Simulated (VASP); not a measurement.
# W (Im-3m) in VASP: notebook

The runs below take W through single point, with PBEsol, PBE, LDA.

Program: VASP 6.6.1. These are calculated values, not measurements. Logs are shortened: lines on timing, memory, paths and dates and some standing lists are left out, and cuts for length are marked.

## Step 1: The cell of the first run

Symmetry: Im-3m, No. 229, cubic system. Conventional cell: a = 3.154 Å, b = 3.154 Å, c = 3.154 Å, α = 90.00°, β = 90.00°, γ = 90.00°. W (site symmetry m-3m) has 14 W at 2.73 to 3.15 Å within 3.6 Å.

## Step 2: Single point, PBEsol

File INCAR:

```
ALGO     = Normal         # electronic algorithm
EDIFF    = 1E-7           # SCF threshold, eV
ENCUT    = 520            # plane-wave cutoff, eV
GGA      = PS             # functional
ISIF     = 2              # what is computed and relaxed
ISMEAR   = 1              # smearing method
LASPH    = T              # aspherical terms in the spheres
LCHARG   = F              # write CHGCAR
LREAL    = F              # projectors in reciprocal space
LWAVE    = F              # write WAVECAR
NBANDS   = 13             # bands
NELM     = 80             # most SCF steps
PREC     = Accurate       # precision mode
SIGMA    = 0.1            # smearing width, eV
```

File KPOINTS:

```
k-points
0
Gamma
  24 24 24
```

File POSCAR:

```
W
1.0
   -1.5772252708      1.5772252708      1.5772252708
    1.5772252708     -1.5772252708      1.5772252708
    1.5772252708      1.5772252708     -1.5772252708
W
1
Direct
    0.0000000000      0.0000000000      0.0000000000
```

Potentials or basis: VASP PAW PBE potentials, release 64 (W_sv).

Command:

```
$ cat potpaw_PBE.64/W_sv/POTCAR > POTCAR
$ mpirun -np 1 vasp_std > vasp.out
```

OUTCAR:

```text
EDIFF = 1E-7
   ENCUT = 520
   GGA = PS
   ISIF = 2
   ISMEAR = 1
   LASPH = T
   LREAL = F
   NELM = 80
   PREC = Accurate

 ion  position               nearest neighbor table
   1  0.000  0.000  0.000-

  LATTYP: Found a body centered cubic cell.
 ALAT       =     3.1544505416

  Lattice vectors:

 A1 = (  -1.5772252708,   1.5772252708,   1.5772252708)
 A2 = (   1.5772252708,  -1.5772252708,   1.5772252708)
 A3 = (   1.5772252708,   1.5772252708,  -1.5772252708)

Analysis of symmetry for initial positions (statically):
=====================================================================
 Subroutine PRICEL returns:
 Original cell was already a primitive cell.

 Routine SETGRP: Setting up the symmetry group for a
 body centered cubic supercell.

 Subroutine GETGRP returns: Found 48 space group operations
 (whereof 48 operations were pure point group operations)
 out of a pool of 48 trial point group operations.

The static configuration has the point symmetry O_h .

Analysis of symmetry for dynamics (positions and initial velocities):
=====================================================================
 Subroutine PRICEL returns:
 Original cell was already a primitive cell.

 Routine SETGRP: Setting up the symmetry group for a
 body centered cubic supercell.

 Subroutine GETGRP returns: Found 48 space group operations
 (whereof 48 operations were pure point group operations)
 out of a pool of 48 trial point group operations.

The dynamic configuration has the point symmetry O_h .

 Subroutine INISYM returns: Found 48 space group operations
 (whereof 48 operations are pure point group operations),
 and found     1 'primitive' translations

----------------------------------------------------------------------------------------

                                     Primitive cell

  volume of cell :      15.6943

  direct lattice vectors                    reciprocal lattice vectors
    -1.577225271  1.577225271  1.577225271     0.000000000  0.317012420  0.317012420
     1.577225271 -1.577225271  1.577225271     0.317012420  0.000000000  0.317012420
     1.577225271  1.577225271 -1.577225271     0.317012420  0.317012420  0.000000000

  length of vectors
     2.731834304  2.731834304  2.731834304     0.448323264  0.448323264  0.448323264

  position of ions in fractional coordinates (direct lattice)
     0.000000000  0.000000000  0.000000000

  ion indices of the primitive-cell ions
   primitive index   ion index
                 1           1

----------------------------------------------------------------------------------------

 KPOINTS: k-points

Automatic generation of k-mesh.
 Grid dimensions read from file:
 generate k-points for:   24   24   24

 Generating k-lattice:

  Cartesian coordinates                     Fractional coordinates (reciprocal lattice)
     0.000000000  0.013208851  0.013208851     0.041666667  0.000000000  0.000000000
     0.013208851  0.000000000  0.013208851     0.000000000  0.041666667  0.000000000
     0.013208851  0.013208851  0.000000000     0.000000000  0.000000000  0.041666667

  Length of vectors
     0.018680136  0.018680136  0.018680136

  Shift w.r.t. Gamma in fractional coordinates (k-lattice)
     0.000000000  0.000000000  0.000000000

 Subroutine IBZKPT returns following result:
 ===========================================

 Found    413 irreducible k-points:

 Following reciprocal coordinates:
            Coordinates               Weight
  0.000000  0.000000  0.000000      1.000000
  0.041667  0.000000  0.000000     12.000000
  0.083333  0.000000  0.000000     12.000000
  0.125000  0.000000  0.000000     12.000000
  0.166667  0.000000  0.000000     12.000000
  0.208333  0.000000  0.000000     12.000000
[... 16 lines left out ...]
  0.416667  0.041667  0.000000     48.000000
  0.458333  0.041667 -0.000000     48.000000
 [... further k-points ...]
   k-points           NKPTS =    413   k-points in BZ     NKDIM =    413   number of bands    NBANDS=     13
   number of dos      NEDOS =    301   number of ions     NIONS =      1
   total plane-waves  NPLWV =   8000
   dimension x,y,z NGX =    20 NGY =   20 NGZ =   20
   dimension x,y,z NGXF=    40 NGYF=   40 NGZF=   40
   ions per type =               1
   NGX,Y,Z   is equivalent  to a cutoff of  12.17, 12.17, 12.17 a.u.
   NGXF,Y,Z  is equivalent  to a cutoff of  24.34, 24.34, 24.34 a.u.
 SYSTEM =  unknown system
   PREC   = accura    normal or accurate (medium, high low for compatibility)
   ISTART =      0    job   : 0-new  1-cont  2-samecut
   ICHARG =      2    charge: 1-file 2-atom 10-const
   ISPIN  =      1    spin polarized calculation?
   LNONCOLLINEAR =      F non collinear calculations
   LSORBIT =      F    spin-orbit coupling
   LASPH  =      T    aspherical Exc in radial PAW
   ENCUT  =  520.0 eV  38.22 Ry    6.18 a.u.   5.08  5.08  5.08*2*pi/ulx,y,z
   NELM   =     80;   NELMIN=  2; NELMDL= -5     # of ELM steps
   EDIFF  = 0.1E-06   stopping-criterion for ELM
   LREAL  =      F    real-space projection
   EDIFFG = 0.1E-05   stopping-criterion for IOM
   NSW    =      0    number of steps for IOM
   IBRION =     -1    ionic relax: 0-MD 1-quasi-New 2-CG
   NFREE  =      0    steps in history (QN), initial steepest desc. (CG)
   ISIF   =      2    stress and relaxation
   ISYM   =      2    0-nonsym 1-usesym 2-fastsym
   POTIM  = 0.5000    time-step for ionic-motion
   TEBEG  =    0.0;   TEEND  =   0.0 temperature during run
   PSTRESS=    0.0 pullay stress
   NELECT =      14.0000    total number of electrons
   NUPDOWN=      -1.0000    fix difference up-down
   EMIN   =  10.00;   EMAX   =-10.00  energy-range for DOS
   EFERMI =   0.00;   METHOD = LEGACY
   ISMEAR =     1;   SIGMA  =   0.10  broadening in eV -4-tet -1-fermi 0-gaus
   EFERMI_NEDOS =   21; number of points for ismear=-14 and -15
   IALGO  =     38    algorithm
   IMIX   =      4    mixing-type and parameters
     AMIX     =   0.40;   BMIX     =  1.00
     AMIX_MAG =   1.60;   BMIX_MAG =  1.00
  volume/ion in A,a.u.               =      15.69       105.91
  Fermi-wavevector in a.u.,A,eV,Ry     =   1.575931  2.978077 33.790853  2.483558
  Thomas-Fermi vector in A             =   2.676840
   LORBIT       =      0    0 simple, 1 ext, 2 COOP (PROOUT), +10 PAW based schemes
   GGA     = PS    functional components
   LHFCALC =     F    Hartree Fock is set to
   AEXX    =    0.0000 exact exchange contribution
   IVDW    =     0    specifies the selected vdW correction
   LEPSILON=     F    determine dielectric tensor
   LRPA    =     F    only Hartree local field effects (RPA)
 non-spin polarized calculation
 Methfessel and Paxton  Order N= 1 SIGMA  =   0.10
  energy-cutoff  :      520.00
  volume of cell :       15.69
 maximum number of plane-waves:       438
   NGX = 11   NGY = 11   NGZ = 11

 number of electron      14.0000005 magnetization

 Free energy of the ion-electron system (eV)
  ---------------------------------------------------
  ext. energy  EPLUGINS =         0.00000000
  ---------------------------------------------------
  free energy    TOTEN  =       -13.80639982 eV

  energy without entropy =      -13.80629253  energy(sigma->0) =      -13.80636406

 E-fermi :  11.4635     XC(G=0): -13.8179

 val. band max:       11.4627192559   @ k =  -0.2917   0.3333   0.1667
 cond. band min:      11.4682576678   @ k =  -0.2500   0.2500   0.1250
 fundamental gap:      0.0055384118
 Fermi energy:        11.4634931313

 k-point     1 :       0.0000    0.0000    0.0000
  band No.  band energies     occupation
      1     -62.7154      2.00000
      2     -26.2580      2.00000
      3     -26.2580      2.00000
      4     -26.2580      2.00000
      5       1.7111      2.00000
      6      10.1666      2.00000
      7      10.1666      2.00000
      8      10.1666      2.00000
      9      13.6784      0.00000
     10      13.6784      0.00000
     11      25.9841      0.00000
     12      25.9841      0.00000
     13      25.9841      0.00000

 k-point     2 :       0.0417    0.0000    0.0000
  band No.  band energies     occupation
      1     -62.7130      2.00000
      2     -26.2828      2.00000
      3     -26.2657      2.00000
      4     -26.2581      2.00000
      5       1.7971      2.00000
      6      10.1137      2.00000
      7      10.1558      2.00000
      8      10.2493      2.00000
      9      13.5903      0.00000
     10      13.6786      0.00000
     11      26.0593      0.00000
     12      26.1299      0.00000
     13      26.2012      0.00000

 k-point     3 :       0.0833    0.0000    0.0000
  band No.  band energies     occupation
      1     -62.7060      2.00000
      2     -26.3550      2.00000
      3     -26.2882      2.00000
      4     -26.2585      2.00000
      5       2.0495      2.00000
      6       9.9624      2.00000
      7      10.1135      2.00000
      8      10.4956      2.00000
      9      13.3712     -0.00000
     10      13.6818      0.00000
     11      26.2661      0.00000
     12      26.5592      0.00000
     13      26.7982      0.00000
[... 305 lines left out ...]
 k-point    23 :       0.4167    0.0417    0.0000
  band No.  band energies     occupation
      1     -62.5792      2.00000
      2     -27.5417      2.00000
      3     -26.6826      2.00000
      4     -26.2756      2.00000
      5       5.1477      2.00000
      6       7.8835      2.00000
      7      11.4337      1.47975
      8      13.6322      0.00000
      9      14.5657      0.00000
     10      17.2326      0.00000
     11      23.0601      0.00000
     12      23.4153      0.00000
     13      29.0413      0.00000

 k-point    24 :       0.4583    0.0417   -0.0000
  band No.  band energies     occupation
      1     -62.5745      2.00000
      2     -27.5826      2.00000
      3     -26.6972      2.00000
      4     -26.2759      2.00000
      5       5.1295      2.00000
      6       7.8207      2.00000
      7      11.9023     -0.00000
      8      13.5668      0.00000
      9      14.6618      0.00000
     10      17.7060      0.00000
     11      22.6084      0.00000
     12      23.1209      0.00000
     13      28.4036      0.00000

 [... further k-points ...]

------------------------ aborting loop because EDIFF is reached ----------------------------------------

  FORCE on cell =-STRESS in cart. coord.  units (eV):
  Direction    XX          YY          ZZ          XY          YZ          ZX
  --------------------------------------------------------------------------------------
  -------------------------------------------------------------------------------------
  Total        0.0555355      0.0555355      0.0555355      0.0000000      0.0000000      0.0000000
  in kB        5.6694374      5.6694374      5.6694374      0.0000000      0.0000000      0.0000000
  external PRESSURE =       5.6694374 kB  Pullay stress =       0.0000000 kB

 VOLUME and BASIS-vectors are now :
 -----------------------------------------------------------------------------
  energy-cutoff  :      520.00
  volume of cell :       15.69
      direct lattice vectors                 reciprocal lattice vectors
    -1.577225271  1.577225271  1.577225271     0.000000000  0.317012420  0.317012420
     1.577225271 -1.577225271  1.577225271     0.317012420  0.000000000  0.317012420
     1.577225271  1.577225271 -1.577225271     0.317012420  0.317012420  0.000000000

 POSITION                                       TOTAL-FORCE (eV/Angst)
 -----------------------------------------------------------------------------------
      0.00000      0.00000      0.00000        -0.000000      0.000000     -0.000000
 -----------------------------------------------------------------------------------
    total drift:                                0.000000     -0.000000      0.000000

  FREE ENERGIE OF THE ION-ELECTRON SYSTEM (eV)
  ---------------------------------------------------
  free  energy   TOTEN  =       -13.8063998213 eV

  energy  without entropy=      -13.8062925296  energy(sigma->0) =      -13.80636406
```

Wall time 23 s (1 thread of Intel Xeon 6975P-C (Granite Rapids), shared host); peak memory 0.17 GiB.

Results:

| Item | Value |
| --- | --- |
| Free energy | -13.8064 eV |
| Pressure | 0.6 GPa |
| Band gap on the k mesh | zero (bands 7 and 8 overlap by 6.50 eV) |

Caveat: the PAW data sets were made with another functional, which shifts forces and pressure a little; spin-orbit coupling is left out, which moves the levels of the heavy elements.

(Part 1 of 2 ends here.)
